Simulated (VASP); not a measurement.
# TiC (I4/mmm) in VASP: further runs

TiC is run at these levels: PBE; tasks: single point.

Program: VASP 6.6.1. These are calculated values, not measurements. Logs are shortened: lines on timing, memory, paths and dates and some standing lists are left out, and cuts for length are marked.

## 1. The cell of the first run

It takes space group I4/mmm (No. 139, tetragonal). The conventional cell has a = 3.014 Å, b = 3.014 Å, c = 4.328 Å, α = 90.00°, β = 90.00°, γ = 90.00°. Ti (site symmetry 4/mmm) has 6 C at 2.13 to 2.16 Å within 2.8 Å. Within 2.8 Å of C (site symmetry 4/mmm) lie 6 Ti at 2.13 to 2.16 Å.

## 2. Single point, PBE (strain -0.015 along x and y, +0.000 along z)

INCAR

```
SYSTEM = TiC
PREC = Accurate
ENCUT = 520
EDIFF = 1E-6
ISMEAR = 0
SIGMA = 0.15
LREAL = .False.
LASPH = .True.
NELM = 60
ALGO = Normal
ISIF = 2
LWAVE = .False.
LCHARG = .False.
GGA = PE
NBANDS = 15
```

KPOINTS

```
regular mesh
0
Gamma
  18 18 18
  0 0 0
```

POSCAR

```
TiC
1.0
    0.0000000000      2.1315400000      2.1640000000
    2.1315400000      0.0000000000      2.1640000000
    2.1315400000      2.1315400000      0.0000000000
Ti C
1 1
Direct
    0.0000000000      0.0000000000      0.0000000000
    0.5000000000      0.5000000000      0.5000000000
```

Potentials or basis: VASP PAW PBE potentials, release 64 (Ti_sv, C).

Started as:

```
$ cat potpaw_PBE.64/Ti_sv/POTCAR potpaw_PBE.64/C/POTCAR > POTCAR
$ mpirun -np 1 vasp_std > vasp.out
```

OUTCAR:

```text
SYSTEM = TiC
   PREC = Accurate
   ENCUT = 520
   EDIFF = 1E-6
   ISMEAR = 0
   LREAL = .False.
   LASPH = .True.
   NELM = 60
   ISIF = 2
   GGA = PE

 ion  position               nearest neighbor table
   1  0.000  0.000  0.000-   2 2.13   2 2.13   2 2.13   2 2.13   2 2.16   2 2.16
   2  0.500  0.500  0.500-   1 2.13   1 2.13   1 2.13   1 2.13   1 2.16   1 2.16

  LATTYP: Found a body centered tetragonal cell.
 ALAT       =     3.0144527767
 C/A-ratio  =     1.4357498095

  Lattice vectors:

 A1 = (  -2.1315400000,   0.0000000000,   2.1640000000)
 A2 = (   2.1315400000,   0.0000000000,   2.1640000000)
 A3 = (   0.0000000000,   2.1315400000,  -2.1640000000)

Analysis of symmetry for initial positions (statically):
=====================================================================
 Subroutine PRICEL returns:
 Original cell was already a primitive cell.

 Routine SETGRP: Setting up the symmetry group for a
 body centered tetragonal supercell.

 Subroutine GETGRP returns: Found 16 space group operations
 (whereof 16 operations were pure point group operations)
 out of a pool of 16 trial point group operations.

The static configuration has the point symmetry D_4h.

Analysis of symmetry for dynamics (positions and initial velocities):
=====================================================================
 Subroutine PRICEL returns:
 Original cell was already a primitive cell.

 Routine SETGRP: Setting up the symmetry group for a
 body centered tetragonal supercell.

 Subroutine GETGRP returns: Found 16 space group operations
 (whereof 16 operations were pure point group operations)
 out of a pool of 16 trial point group operations.

The dynamic configuration has the point symmetry D_4h.

 Subroutine INISYM returns: Found 16 space group operations
 (whereof 16 operations are pure point group operations),
 and found     1 'primitive' translations

----------------------------------------------------------------------------------------

                                     Primitive cell

  volume of cell :      19.6641

  direct lattice vectors                    reciprocal lattice vectors
     0.000000000  2.131540000  2.164000000    -0.234572187  0.234572187  0.231053604
     2.131540000  0.000000000  2.164000000     0.234572187 -0.234572187  0.231053604
     2.131540000  2.131540000  0.000000000     0.234572187  0.234572187 -0.231053604

  length of vectors
     3.037492185  3.037492185  3.014452777     0.404269700  0.404269700  0.404269700

  position of ions in fractional coordinates (direct lattice)
     0.000000000  0.000000000  0.000000000
     0.500000000  0.500000000  0.500000000

  ion indices of the primitive-cell ions
   primitive index   ion index
                 1           1
                 2           2

----------------------------------------------------------------------------------------

 KPOINTS: regular mesh

Automatic generation of k-mesh.
 Grid dimensions read from file:
 generate k-points for:   18   18   18

 Generating k-lattice:

  Cartesian coordinates                     Fractional coordinates (reciprocal lattice)
    -0.013031788  0.013031788  0.012836311     0.055555556  0.000000000  0.000000000
     0.013031788 -0.013031788  0.012836311     0.000000000  0.055555556  0.000000000
     0.013031788  0.013031788 -0.012836311     0.000000000  0.000000000  0.055555556

  Length of vectors
     0.022459428  0.022459428  0.022459428

  Shift w.r.t. Gamma in fractional coordinates (k-lattice)
     0.000000000  0.000000000  0.000000000

 Subroutine IBZKPT returns following result:
 ===========================================

 Found    480 irreducible k-points:

 Following reciprocal coordinates:
            Coordinates               Weight
  0.000000  0.000000  0.000000      1.000000
  0.055556  0.000000  0.000000      8.000000
  0.111111  0.000000  0.000000      8.000000
  0.166667  0.000000  0.000000      8.000000
  0.222222  0.000000  0.000000      8.000000
  0.277778  0.000000  0.000000      8.000000
[... 16 lines left out ...]
 -0.277778  0.055556  0.000000      8.000000
 -0.222222  0.055556  0.000000      8.000000
 [... further k-points ...]
   k-points           NKPTS =    480   k-points in BZ     NKDIM =    480   number of bands    NBANDS=     15
   number of dos      NEDOS =    301   number of ions     NIONS =      2
   total plane-waves  NPLWV =  13824
   dimension x,y,z NGX =    24 NGY =   24 NGZ =   24
   dimension x,y,z NGXF=    48 NGYF=   48 NGZF=   48
   ions per type =               1   1
   NGX,Y,Z   is equivalent  to a cutoff of  13.14, 13.14, 13.24 a.u.
   NGXF,Y,Z  is equivalent  to a cutoff of  26.27, 26.27, 26.47 a.u.
 SYSTEM =  TiC
   PREC   = accura    normal or accurate (medium, high low for compatibility)
   ISTART =      0    job   : 0-new  1-cont  2-samecut
   ICHARG =      2    charge: 1-file 2-atom 10-const
   ISPIN  =      1    spin polarized calculation?
   LNONCOLLINEAR =      F non collinear calculations
   LSORBIT =      F    spin-orbit coupling
   LASPH  =      T    aspherical Exc in radial PAW
   ENCUT  =  520.0 eV  38.22 Ry    6.18 a.u.   5.65  5.65  5.60*2*pi/ulx,y,z
   NELM   =     60;   NELMIN=  2; NELMDL= -5     # of ELM steps
   EDIFF  = 0.1E-05   stopping-criterion for ELM
   LREAL  =      F    real-space projection
   EDIFFG = 0.1E-04   stopping-criterion for IOM
   NSW    =      0    number of steps for IOM
   IBRION =     -1    ionic relax: 0-MD 1-quasi-New 2-CG
   NFREE  =      0    steps in history (QN), initial steepest desc. (CG)
   ISIF   =      2    stress and relaxation
   ISYM   =      2    0-nonsym 1-usesym 2-fastsym
   POTIM  = 0.5000    time-step for ionic-motion
   TEBEG  =    0.0;   TEEND  =   0.0 temperature during run
   PSTRESS=    0.0 pullay stress
   NELECT =      16.0000    total number of electrons
   NUPDOWN=      -1.0000    fix difference up-down
   EMIN   =  10.00;   EMAX   =-10.00  energy-range for DOS
   EFERMI =   0.00;   METHOD = LEGACY
   ISMEAR =     0;   SIGMA  =   0.15  broadening in eV -4-tet -1-fermi 0-gaus
   EFERMI_NEDOS =   21; number of points for ismear=-14 and -15
   IALGO  =     38    algorithm
   IMIX   =      4    mixing-type and parameters
     AMIX     =   0.40;   BMIX     =  1.00
     AMIX_MAG =   1.60;   BMIX_MAG =  1.00
  volume/ion in A,a.u.               =       9.83        66.35
  Fermi-wavevector in a.u.,A,eV,Ry     =   1.528352  2.888167 31.781306  2.335860
  Thomas-Fermi vector in A             =   2.636123
   LORBIT       =      0    0 simple, 1 ext, 2 COOP (PROOUT), +10 PAW based schemes
   GGA     = PE    functional components
   LHFCALC =     F    Hartree Fock is set to
   AEXX    =    0.0000 exact exchange contribution
   IVDW    =     0    specifies the selected vdW correction
   LEPSILON=     F    determine dielectric tensor
   LRPA    =     F    only Hartree local field effects (RPA)
 non-spin polarized calculation
 Gauss-broadening in eV      SIGMA  =   0.15
  energy-cutoff  :      520.00
  volume of cell :       19.66
 maximum number of plane-waves:       544
   NGX = 11   NGY = 11   NGZ = 11

 number of electron      16.0000003 magnetization

 Free energy of the ion-electron system (eV)
  ---------------------------------------------------
  ext. energy  EPLUGINS =         0.00000000
  ---------------------------------------------------
  free energy    TOTEN  =       -18.68710875 eV

  energy without entropy =      -18.68370344  energy(sigma->0) =      -18.68540609

 E-fermi :   9.8080     XC(G=0): -12.8673

 val. band max:        9.8036871259   @ k =   0.1667   0.0000   0.1667
 cond. band min:       9.8156135574   @ k =   0.1111   0.0000   0.1111
 fundamental gap:      0.0119264314
 Fermi energy:         9.8080387862

 k-point     1 :       0.0000    0.0000    0.0000
  band No.  band energies     occupation
      1     -46.6937      2.00000
      2     -22.7136      2.00000
      3     -22.6928      2.00000
      4     -22.6928      2.00000
      5      -2.7494      2.00000
      6      10.4277      0.00000
      7      10.5451      0.00000
      8      10.5451      0.00000
      9      11.4772      0.00000
     10      11.5192      0.00000
     11      11.5411      0.00000
     12      11.5411      0.00000
     13      11.6418      0.00000
     14      20.7748      0.00000
     15      23.9656      0.00000

 k-point     2 :       0.0556    0.0000    0.0000
  band No.  band energies     occupation
      1     -46.6912      2.00000
      2     -22.7234      2.00000
      3     -22.7024      2.00000
      4     -22.6942      2.00000
      5      -2.6764      2.00000
      6      10.1219      0.00308
      7      10.3145      0.00000
      8      10.3997      0.00000
      9      10.8630      0.00000
     10      10.9097      0.00000
     11      11.7343      0.00000
     12      12.4216      0.00000
     13      12.5252      0.00000
     14      20.9007      0.00000
     15      24.0083      0.00000

 k-point     3 :       0.1111    0.0000    0.0000
  band No.  band energies     occupation
      1     -46.6839      2.00000
      2     -22.7691      2.00000
      3     -22.7124      2.00000
      4     -22.6983      2.00000
      5      -2.4611      2.00000
      6       9.3629      1.99997
      7       9.6454      1.87485
      8       9.7204      1.59130
      9      10.8757      0.00000
     10      10.9170      0.00000
     11      12.0517      0.00000
     12      13.3889      0.00000
     13      13.5091      0.00000
     14      21.2200      0.00000
     15      24.0744      0.00000

 k-point     4 :       0.1667    0.0000    0.0000
  band No.  band energies     occupation
      1     -46.6728      2.00000
      2     -22.8447      2.00000
      3     -22.7213      2.00000
      4     -22.7045      2.00000
      5      -2.1145      2.00000
      6       8.4553      2.00000
      7       8.9326      2.00000
      8       8.9936      2.00000
      9      11.1116      0.00000
     10      11.1437      0.00000
     11      12.3310      0.00000
     12      14.3659      0.00000
     13      14.5036      0.00000
     14      21.5359      0.00000
     15      24.1001      0.00000
[... 307 lines left out ...]
 k-point    22 :      -0.3333    0.0556    0.0000
  band No.  band energies     occupation
      1     -46.6249      2.00000
      2     -23.1480      2.00000
      3     -22.7738      2.00000
      4     -22.7248      2.00000
      5      -0.2466      2.00000
      6       5.2857      2.00000
      7       7.1736      2.00000
      8       7.2819      2.00000
      9      12.1473      0.00000
     10      12.4605      0.00000
     11      13.4649      0.00000
     12      16.6652      0.00000
     13      17.7957      0.00000
     14      19.8885      0.00000
     15      25.3905      0.00000

 k-point    23 :      -0.2778    0.0556    0.0000
  band No.  band energies     occupation
      1     -46.6378      2.00000
      2     -23.0650      2.00000
      3     -22.7658      2.00000
      4     -22.7159      2.00000
      5      -0.8533      2.00000
      6       6.1623      2.00000
      7       7.5192      2.00000
      8       7.6803      2.00000
      9      11.7684      0.00000
     10      12.1324      0.00000
     11      13.1362      0.00000
     12      15.9127      0.00000
     13      17.1399      0.00000
     14      20.7561      0.00000
     15      24.9071      0.00000

 k-point    24 :      -0.2222    0.0556    0.0000
  band No.  band energies     occupation
      1     -46.6522      2.00000
      2     -22.9713      2.00000
      3     -22.7556      2.00000
      4     -22.7074      2.00000
      5      -1.4195      2.00000
      6       7.0902      2.00000
      7       7.9806      2.00000
      8       8.1779      2.00000
      9      11.3948      0.00000
     10      11.7954      0.00000
     11      12.8391      0.00000
     12      15.0641      0.00000
     13      16.3201      0.00000
     14      21.4695      0.00000
     15      24.3347      0.00000

 [... further k-points ...]
[... 5 lines left out ...]
  --------------------------------------------------------------------------------------
  -------------------------------------------------------------------------------------
  Total        1.4233201      1.4233201      0.5974397      0.0000000      0.0000000     -0.0000000
  in kB      115.9682051    115.9682051     48.6777393      0.0000000      0.0000000     -0.0000000
  external PRESSURE =      93.5380498 kB  Pullay stress =       0.0000000 kB

 VOLUME and BASIS-vectors are now :
 -----------------------------------------------------------------------------
  energy-cutoff  :      520.00
  volume of cell :       19.66
      direct lattice vectors                 reciprocal lattice vectors
     0.000000000  2.131540000  2.164000000    -0.234572187  0.234572187  0.231053604
     2.131540000  0.000000000  2.164000000     0.234572187 -0.234572187  0.231053604
     2.131540000  2.131540000  0.000000000     0.234572187  0.234572187 -0.231053604

 POSITION                                       TOTAL-FORCE (eV/Angst)
 -----------------------------------------------------------------------------------
      0.00000      0.00000      0.00000         0.000000      0.000000      0.000000
      2.13154      2.13154      2.16400        -0.000000      0.000000     -0.000000
 -----------------------------------------------------------------------------------
    total drift:                                0.000000     -0.000000     -0.000000

  FREE ENERGIE OF THE ION-ELECTRON SYSTEM (eV)
  ---------------------------------------------------
  free  energy   TOTEN  =       -18.6871087521 eV

  energy  without entropy=      -18.6837034366  energy(sigma->0) =      -18.68540609
```

Wall time 73 s (1 thread of Intel Xeon Platinum 8124M at 3.00GHz (Skylake/Cascade Lake), shared host); peak memory 0.26 GiB.

Results:

```yaml
Free_energy: -18.6871 eV
Pressure: 9.4 GPa
Band_gap_on_the_k_mesh: zero (band 8 reaches 10.55 eV, above the bottom of band 9 at 9.34 eV)
```

Stress tensor (GPa, compression positive):
```
11.60  0.00  0.00
 0.00 11.60  0.00
 0.00  0.00  4.87
```

Levels at points of the mesh, in eV from the Fermi level:
```csv
k point,band 5,band 6,band 7,band 8,band 9,band 10,band 11,band 12
"(0.00, 0.00, 0.00)",-12.56,0.62,0.74,0.74,1.67,1.71,1.73,1.73
"(0.50, 0.00, 0.00)",-8.92,-6.00,-3.02,-3.00,3.01,3.07,4.28,8.35
"(0.50, 0.50, 0.00)",-10.27,-3.57,-1.71,0.06,0.06,2.82,3.66,3.66
"(0.50, 0.00, 0.50)",-10.24,-3.40,-1.73,-0.06,-0.05,2.82,3.62,3.72
```

Caveat: the cell differs from its parent crystal (strain -0.015 along x and y, +0.000 along z).

(Continued in part 2 of 3.)
